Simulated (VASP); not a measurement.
# AlN (F-43m) in VASP: a series of runs

AlN is run at these levels: LDA; tasks: single point.

Everything below comes from runs of VASP 6.6.1. Logs are shortened: lines on timing, memory, paths and dates and some standing lists are left out, and cuts for length are marked.

### Step 1. The cell of the first run

The structure is cubic, space group F-43m (No. 216). The conventional cell has a = 4.336 Å, b = 4.336 Å, c = 4.336 Å, α = 90.00°, β = 90.00°, γ = 90.00°. Al (site symmetry -43m) has 4 N at 1.88 Å within 2.5 Å. N (site symmetry -43m) has 4 Al at 1.88 Å within 2.5 Å.

### Step 2. Single point, LDA

INCAR reads:

```
ALGO = Normal ; EDIFF = 1E-6
ENCUT = 520 ; GGA = CA
ISIF = 2 ; ISMEAR = 0
LASPH = T ; LCHARG = T
LELF = T ; LREAL = F
LVHAR = T ; LWAVE = F
NBANDS = 11 ; NELM = 80
PREC = Accurate ; SIGMA = 0.01
```

KPOINTS reads:

```
k-points
0
Gamma
  10 10 10
```

POSCAR reads:

```
AlN
1.0
    0.0000000000      2.1678255654      2.1678255654
    2.1678255654      0.0000000000      2.1678255654
    2.1678255654      2.1678255654      0.0000000000
Al N
1 1
Direct
    0.0000000000      0.0000000000      0.0000000000
    0.2500000000      0.2500000000      0.2500000000
```

Potentials or basis: VASP PAW LDA potentials, release 64 (Al, N).

Launch:

```
$ cat potpaw_LDA.64/Al/POTCAR potpaw_LDA.64/N/POTCAR > POTCAR
$ mpirun -np 1 vasp_std > vasp.out
```

OUTCAR:

```text
EDIFF = 1E-6
   ENCUT = 520
   GGA = CA
   ISIF = 2
   ISMEAR = 0
   LASPH = T
   LREAL = F
   NELM = 80
   PREC = Accurate

 ion  position               nearest neighbor table
   1  0.000  0.000  0.000-   2 1.88   2 1.88   2 1.88   2 1.88
   2  0.250  0.250  0.250-   1 1.88   1 1.88   1 1.88   1 1.88

  LATTYP: Found a face centered cubic cell.
 ALAT       =     4.3356511308

  Lattice vectors:

 A1 = (   0.0000000000,   2.1678255654,   2.1678255654)
 A2 = (   2.1678255654,   0.0000000000,   2.1678255654)
 A3 = (   2.1678255654,   2.1678255654,   0.0000000000)

Analysis of symmetry for initial positions (statically):
=====================================================================
 Subroutine PRICEL returns:
 Original cell was already a primitive cell.

 Routine SETGRP: Setting up the symmetry group for a
 face centered cubic supercell.

 Subroutine GETGRP returns: Found 24 space group operations
 (whereof 24 operations were pure point group operations)
 out of a pool of 48 trial point group operations.

The static configuration has the point symmetry T_d .

Analysis of symmetry for dynamics (positions and initial velocities):
=====================================================================
 Subroutine PRICEL returns:
 Original cell was already a primitive cell.

 Routine SETGRP: Setting up the symmetry group for a
 face centered cubic supercell.

 Subroutine GETGRP returns: Found 24 space group operations
 (whereof 24 operations were pure point group operations)
 out of a pool of 48 trial point group operations.

The dynamic configuration has the point symmetry T_d .

 Subroutine INISYM returns: Found 24 space group operations
 (whereof 24 operations are pure point group operations),
 and found     1 'primitive' translations

----------------------------------------------------------------------------------------

                                     Primitive cell

  volume of cell :      20.3753

  direct lattice vectors                    reciprocal lattice vectors
     0.000000000  2.167825565  2.167825565    -0.230645864  0.230645864  0.230645864
     2.167825565  0.000000000  2.167825565     0.230645864 -0.230645864  0.230645864
     2.167825565  2.167825565  0.000000000     0.230645864  0.230645864 -0.230645864

  length of vectors
     3.065768315  3.065768315  3.065768315     0.399490355  0.399490355  0.399490355

  position of ions in fractional coordinates (direct lattice)
     0.000000000  0.000000000  0.000000000
     0.250000000  0.250000000  0.250000000

  ion indices of the primitive-cell ions
   primitive index   ion index
                 1           1
                 2           2

----------------------------------------------------------------------------------------

 KPOINTS: k-points

Automatic generation of k-mesh.
 Grid dimensions read from file:
 generate k-points for:   10   10   10

 Generating k-lattice:

  Cartesian coordinates                     Fractional coordinates (reciprocal lattice)
    -0.023064586  0.023064586  0.023064586     0.100000000  0.000000000  0.000000000
     0.023064586 -0.023064586  0.023064586     0.000000000  0.100000000  0.000000000
     0.023064586  0.023064586 -0.023064586     0.000000000  0.000000000  0.100000000

  Length of vectors
     0.039949035  0.039949035  0.039949035

  Shift w.r.t. Gamma in fractional coordinates (k-lattice)
     0.000000000  0.000000000  0.000000000

 Subroutine IBZKPT returns following result:
 ===========================================

 Found     47 irreducible k-points:

 Following reciprocal coordinates:
            Coordinates               Weight
  0.000000  0.000000  0.000000      1.000000
  0.100000  0.000000  0.000000      8.000000
  0.200000  0.000000  0.000000      8.000000
  0.300000  0.000000  0.000000      8.000000
  0.400000  0.000000  0.000000      8.000000
  0.500000  0.000000  0.000000      4.000000
[... 16 lines left out ...]
  0.300000  0.300000  0.000000      6.000000
  0.400000  0.300000  0.000000     24.000000
 [... further k-points ...]
   k-points           NKPTS =     47   k-points in BZ     NKDIM =     47   number of bands    NBANDS=     11
   number of dos      NEDOS =    301   number of ions     NIONS =      2
   total plane-waves  NPLWV =  13824
   dimension x,y,z NGX =    24 NGY =   24 NGZ =   24
   dimension x,y,z NGXF=    48 NGYF=   48 NGZF=   48
   ions per type =               1   1
   NGX,Y,Z   is equivalent  to a cutoff of  13.01, 13.01, 13.01 a.u.
   NGXF,Y,Z  is equivalent  to a cutoff of  26.03, 26.03, 26.03 a.u.
 SYSTEM =  unknown system
   PREC   = accura    normal or accurate (medium, high low for compatibility)
   ISTART =      0    job   : 0-new  1-cont  2-samecut
   ICHARG =      2    charge: 1-file 2-atom 10-const
   ISPIN  =      1    spin polarized calculation?
   LNONCOLLINEAR =      F non collinear calculations
   LSORBIT =      F    spin-orbit coupling
   LASPH  =      T    aspherical Exc in radial PAW
   ENCUT  =  520.0 eV  38.22 Ry    6.18 a.u.   5.70  5.70  5.70*2*pi/ulx,y,z
   NELM   =     80;   NELMIN=  2; NELMDL= -5     # of ELM steps
   EDIFF  = 0.1E-05   stopping-criterion for ELM
   LREAL  =      F    real-space projection
   EDIFFG = 0.1E-04   stopping-criterion for IOM
   NSW    =      0    number of steps for IOM
   IBRION =     -1    ionic relax: 0-MD 1-quasi-New 2-CG
   NFREE  =      0    steps in history (QN), initial steepest desc. (CG)
   ISIF   =      2    stress and relaxation
   ISYM   =      2    0-nonsym 1-usesym 2-fastsym
   POTIM  = 0.5000    time-step for ionic-motion
   TEBEG  =    0.0;   TEEND  =   0.0 temperature during run
   PSTRESS=    0.0 pullay stress
   NELECT =       8.0000    total number of electrons
   NUPDOWN=      -1.0000    fix difference up-down
   EMIN   =  10.00;   EMAX   =-10.00  energy-range for DOS
   EFERMI =   0.00;   METHOD = LEGACY
   ISMEAR =     0;   SIGMA  =   0.01  broadening in eV -4-tet -1-fermi 0-gaus
   EFERMI_NEDOS =   21; number of points for ismear=-14 and -15
   IALGO  =     38    algorithm
   IMIX   =      4    mixing-type and parameters
     AMIX     =   0.40;   BMIX     =  1.00
     AMIX_MAG =   1.60;   BMIX_MAG =  1.00
  volume/ion in A,a.u.               =      10.19        68.75
  Fermi-wavevector in a.u.,A,eV,Ry     =   1.198774  2.265354 19.552362  1.437058
  Thomas-Fermi vector in A             =   2.334654
   LORBIT       =      0    0 simple, 1 ext, 2 COOP (PROOUT), +10 PAW based schemes
   GGA     = CA    functional components
   LHFCALC =     F    Hartree Fock is set to
   AEXX    =    0.0000 exact exchange contribution
   IVDW    =     0    specifies the selected vdW correction
   LEPSILON=     F    determine dielectric tensor
   LRPA    =     F    only Hartree local field effects (RPA)
 non-spin polarized calculation
 Gauss-broadening in eV      SIGMA  =   0.01
  energy-cutoff  :      520.00
  volume of cell :       20.38
 maximum number of plane-waves:       568
   NGX = 11   NGY = 11   NGZ = 11

 number of electron       8.0000000 magnetization

 Free energy of the ion-electron system (eV)
  ---------------------------------------------------
  ext. energy  EPLUGINS =         0.00000000
  ---------------------------------------------------
  free energy    TOTEN  =       -16.37472230 eV

  energy without entropy =      -16.37472230  energy(sigma->0) =      -16.37472230

 E-fermi :   6.0236     XC(G=0): -11.3637

 val. band max:        5.9210373883   @ k =   0.0000   0.0000   0.0000
 cond. band min:       9.1535607794   @ k =   0.5000   0.5000   0.0000
 fundamental gap:      3.2325233911
 Fermi energy:         6.0236036838

 k-point     1 :       0.0000    0.0000    0.0000
  band No.  band energies     occupation
      1      -9.0334      2.00000
      2       5.9210      2.00000
      3       5.9210      2.00000
      4       5.9210      2.00000
      5      10.3559      0.00000
      6      18.4744      0.00000
      7      18.4744      0.00000
      8      18.4744      0.00000
      9      23.6214      0.00000
     10      23.6214      0.00000
     11      25.0497      0.00000

 k-point     2 :       0.1000    0.0000    0.0000
  band No.  band energies     occupation
      1      -8.8799      2.00000
      2       5.1148      2.00000
      3       5.8685      2.00000
      4       5.8685      2.00000
      5      10.9933      0.00000
      6      18.0922      0.00000
      7      18.6100      0.00000
      8      18.6100      0.00000
      9      22.3514      0.00000
     10      22.3514      0.00000
     11      24.2468      0.00000

 k-point     3 :       0.2000    0.0000    0.0000
  band No.  band energies     occupation
      1      -8.4417      2.00000
      2       3.4892      2.00000
      3       5.7376      2.00000
      4       5.7376      2.00000
      5      12.0833      0.00000
      6      17.3070      0.00000
      7      18.5328      0.00000
      8      18.5328      0.00000
      9      21.8176      0.00000
     10      21.8176      0.00000
     11      23.3862      0.00000

 k-point     4 :       0.3000    0.0000    0.0000
  band No.  band energies     occupation
      1      -7.7995      2.00000
      2       1.7970      2.00000
      3       5.5877      2.00000
      4       5.5877      2.00000
      5      12.8855      0.00000
      6      16.5669      0.00000
      7      17.8541      0.00000
      8      17.8541      0.00000
      9      22.8928      0.00000
     10      22.8928      0.00000
     11      23.2126      0.00000

 k-point     5 :       0.4000    0.0000    0.0000
  band No.  band energies     occupation
      1      -7.1467      2.00000
      2       0.4562      2.00000
      3       5.4749      2.00000
      4       5.4749      2.00000
      5      13.2804      0.00000
      6      16.0393      0.00000
      7      17.2451      0.00000
      8      17.2451      0.00000
      9      23.6390      0.00000
     10      24.7340      0.00000
     11      24.7340      0.00000
[... 211 lines left out ...]
 k-point    21 :      -0.3000    0.2000    0.0000
  band No.  band energies     occupation
      1      -6.9842      2.00000
      2       1.2277      2.00000
      3       3.6695      2.00000
      4       5.3930      2.00000
      5      13.8112      0.00000
      6      15.0615      0.00000
      7      17.7525      0.00000
      8      18.2040      0.00000
      9      22.3240      0.00000
     10      24.6550      0.00000
     11      27.3299      0.00000

 k-point    22 :      -0.2000    0.2000    0.0000
  band No.  band energies     occupation
      1      -7.5885      2.00000
      2       2.1169      2.00000
      3       4.1820      2.00000
      4       5.6647      2.00000
      5      13.5970      0.00000
      6      15.8922      0.00000
      7      17.3433      0.00000
      8      18.3949      0.00000
      9      20.8903      0.00000
     10      24.3709      0.00000
     11      27.3586      0.00000

 k-point    23 :       0.3000    0.3000    0.0000
  band No.  band energies     occupation
      1      -7.4014      2.00000
      2       2.3760      2.00000
      3       4.6501      2.00000
      4       4.6501      2.00000
      5      11.2380      0.00000
      6      15.5708      0.00000
      7      17.9060      0.00000
      8      20.4478      0.00000
      9      20.4478      0.00000
     10      26.3415      0.00000
     11      29.9242      0.00000

 k-point    24 :       0.4000    0.3000    0.0000
  band No.  band energies     occupation
      1      -6.9030      2.00000
      2       1.7088      2.00000
      3       4.1739      2.00000
      4       4.4833      2.00000
      5      10.7931      0.00000
      6      15.4037      0.00000
      7      18.2865      0.00000
      8      20.5309      0.00000
      9      21.0505      0.00000
     10      27.2659      0.00000
     11      29.7032      0.00000

 [... further k-points ...]

------------------------ aborting loop because EDIFF is reached ----------------------------------------

  FORCE on cell =-STRESS in cart. coord.  units (eV):
  Direction    XX          YY          ZZ          XY          YZ          ZX
  --------------------------------------------------------------------------------------
  -------------------------------------------------------------------------------------
  Total        0.2057834      0.2057834      0.2057834      0.0000000      0.0000000      0.0000000
  in kB       16.1814681     16.1814681     16.1814681      0.0000000      0.0000000      0.0000000
  external PRESSURE =      16.1814681 kB  Pullay stress =       0.0000000 kB

 VOLUME and BASIS-vectors are now :
 -----------------------------------------------------------------------------
  energy-cutoff  :      520.00
  volume of cell :       20.38
      direct lattice vectors                 reciprocal lattice vectors
     0.000000000  2.167825565  2.167825565    -0.230645864  0.230645864  0.230645864
     2.167825565  0.000000000  2.167825565     0.230645864 -0.230645864  0.230645864
     2.167825565  2.167825565  0.000000000     0.230645864  0.230645864 -0.230645864

 POSITION                                       TOTAL-FORCE (eV/Angst)
 -----------------------------------------------------------------------------------
      0.00000      0.00000      0.00000        -0.000000     -0.000000     -0.000000
      1.08391      1.08391      1.08391         0.000000      0.000000      0.000000
 -----------------------------------------------------------------------------------
    total drift:                               -0.000000     -0.000000     -0.000000

  FREE ENERGIE OF THE ION-ELECTRON SYSTEM (eV)
  ---------------------------------------------------
  free  energy   TOTEN  =       -16.3747223008 eV

  energy  without entropy=      -16.3747223008  energy(sigma->0) =      -16.37472230
```

It took 26 s on 1 thread of AMD EPYC 7R13, shared host; peak memory 0.1 GiB.

What came out:

```
Free energy            : -16.3747 eV
Pressure               : 1.6 GPa
Band gap on the k mesh : 3.23 eV, indirect (least direct gap 4.43 eV)
```

A k mesh can miss the band edges.

(Part 1 of 2 ends here.)
